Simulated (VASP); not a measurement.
C, 4 atoms in the cell. It takes space group P6_3/mmc (No. 194, hexagonal). The conventional cell has a = 2.467 Å, b = 2.467 Å, c = 8.527 Å, α = 90.00°, β = 90.00°, γ = 120.00°. Within 1.9 Å of C (site symmetry -6m2) lie 3 C at 1.42 Å. Within 1.9 Å of C (site symmetry -6m2) lie 3 C at 1.42 Å. 

| Quantity | Value |
| --- | --- |
| Program | VASP 6.6.1 |
| Task | single point |
| Functional | PBE |
| Potentials or basis | VASP PAW PBE potentials, release 64 (C) |
| Cutoff | 520 eV |
| k mesh | 14 × 14 × 4 |
| Occupations | fermi-dirac, width 0.05 eV |
| Spin | no spin polarisation |
| Dipole correction | no |
| Further INCAR settings | ALGO = Normal; EDIFF = 1e-06; NBANDS = 16 |

Potentials or basis: VASP PAW PBE potentials, release 64 (C).

Launch:

```bash
$ cat potpaw_PBE.64/C/POTCAR > POTCAR
$ mpirun -np 1 vasp_std > vasp.out
```

Hardware: 1 thread of Intel(R) Xeon(R) Platinum 8259CL CPU @ 2.50GHz (Skylake/Cascade Lake) (shared host).

Task: How long does it take, and how much memory?

Result: Run time: 62 s on 1 thread of Intel(R) Xeon(R) Platinum 8259CL CPU @ 2.50GHz (Skylake/Cascade Lake) (shared host), peak memory 0.16 GiB. Counts: scf iterations 13, k points 72.
